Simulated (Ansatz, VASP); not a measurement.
# One calculation of BeS, two programs

```xyz
2
Lattice="0.0000 2.4097 2.4097 2.4097 0.0000 2.4097 2.4097 2.4097 0.0000" Properties=species:S:1:pos:R:3 pbc="T T T"
Be    0.0000    0.0000    0.0000
S     1.2048    1.2048    1.2048
```

Alike in both runs: task single point; functional r2SCAN; k mesh 8 × 8 × 8; occupations gaussian, width 0.02 eV; no spin polarisation.

|  | VASP | Ansatz |
| --- | --- | --- |
| version | VASP 6.6.1 | Ansatz 0.2.0 |
| potentials or method | VASP PAW PBE potentials, release 64 (Be, S), cutoff 520 eV | scalar-relativistic, plane waves, PAW |
| valence electrons in the cell | 8 | 8 |

|  | VASP | Ansatz | Ansatz less VASP |
| --- | --- | --- | --- |
| gap on the k mesh at the Fermi level (eV) | 3.53 | 3.52 | -0.009 |
| least direct gap on the mesh (eV) | 6.24 | 6.21 | -0.030 |
| pressure (GPa) | 3.4 | 3.2 | -0.29 |

VASP's potentials were made for PBE, not for r2SCAN.
